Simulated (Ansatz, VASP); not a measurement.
**Ni: VASP beside Ansatz**

INCAR

```
SYSTEM = Ni
ALGO = Normal
EDIFF = 1E-7
ENCUT = 520
ISIF = 2
ISMEAR = -1
ISPIN = 2
LASPH = .True.
LCHARG = .False.
LMAXMIX = 4
LORBIT = 11
LREAL = .False.
LWAVE = .False.
MAGMOM = 0.355
NBANDS = 15
NELM = 150
PREC = Accurate
SIGMA = 0.05
```

Contents of KPOINTS:

```
k-points
0
Gamma
  18 18 18
  0 0 0
```

The input POSCAR:

```
Ni
1.0
   -1.3045674437      1.3045674437      1.3045674437
    1.3045674437     -1.3045674437      1.3045674437
    1.3045674437      1.3045674437     -1.3045674437
Ni
1
Direct
    0.0000000000      0.0000000000      0.0000000000
```

Input for Ansatz:

```yaml
crystal:
  lattice:
    - [-1.3045674437, 1.3045674437, 1.3045674437]
    - [1.3045674437, -1.3045674437, 1.3045674437]
    - [1.3045674437, 1.3045674437, -1.3045674437]
  atoms:
    - { symbol: Ni, position: [0.0, 0.0, 0.0], spin: 0.355 }
hamiltonian:
  xc: lda
  pseudopotentials:
    kind: paw
    azcp:
      Ni: "pseudopotentials/Ni.paw.azcp"
basis:
  ecutwfc: 420
  fft_grid_basis: typed
kpoints:
  mp_grid: { grid: [18, 18, 18], shift: [0, 0, 0] }
magnetization:
  spin_polarized: true
scf:
  occupations: { method: fermi_dirac, width: 0.05 }
  lower_state_search: "off"
output:
  stress: true
```

Alike in both runs: task single point; functional LDA; k mesh 18 × 18 × 18; occupations fermi-dirac, width 0.05 eV; collinear spin.

|  | VASP | Ansatz |
| --- | --- | --- |
| version | VASP 6.6.1 | Ansatz 0.2.0 |
| potentials or method | VASP PAW LDA potentials, release 64 (Ni), cutoff 520 eV | plane waves (420 eV) with PAW, scalar-relativistic |
| valence electrons in the cell | 10 | 18 |

```tsv
	VASP	Ansatz	Ansatz less VASP
net moment per atom (μB)	0.00	0.00	0.000
```

Ansatz warns that its potentials were made for another functional, while VASP's fit it. LDA's correlation is that of Perdew and Zunger in VASP and of Perdew and Wang (1992) in Ansatz. VASP's potentials hold 10 valence electrons a cell and Ansatz's 18, so a difference there can come from the potentials and not from the codes. Ansatz's warnings: seeded moment not kept.
